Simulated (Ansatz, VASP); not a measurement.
One calculation of Al, two programs

```
Al
1.0
     1.43651    0.82937    6.94929
    -1.43651    0.82937    6.94929
     0.00000   -1.65874    6.94929
Al
3
Cartesian
  0.0000 0.0000 0.0000
  0.0000 0.0000 4.6374
  0.0000 0.0000 16.2105
```

Alike in both runs: functional PBE; k mesh 9 × 9 × 9; occupations gaussian, width 0.1 eV; no spin polarisation.

Ansatz relaxed the structure, and its values are those at the end. VASP's run is a single point on that final structure, the one shown.

```csv
,VASP,Ansatz
version,VASP 6.6.1,Ansatz 0.2.0
potentials or method,"VASP PAW PBE potentials, release 64 (Al), cutoff 500 eV","scalar-relativistic, plane waves, PAW"
valence electrons in the cell,9,9
```

|  | VASP | Ansatz | Ansatz less VASP |
| --- | --- | --- | --- |
| gap on the k mesh at the Fermi level (eV) | none | none | - |
| pressure (GPa) | 0.1 | 0.2 | +0.04 |

A gap of «none» marks a metal or a gap that the smearing closes.
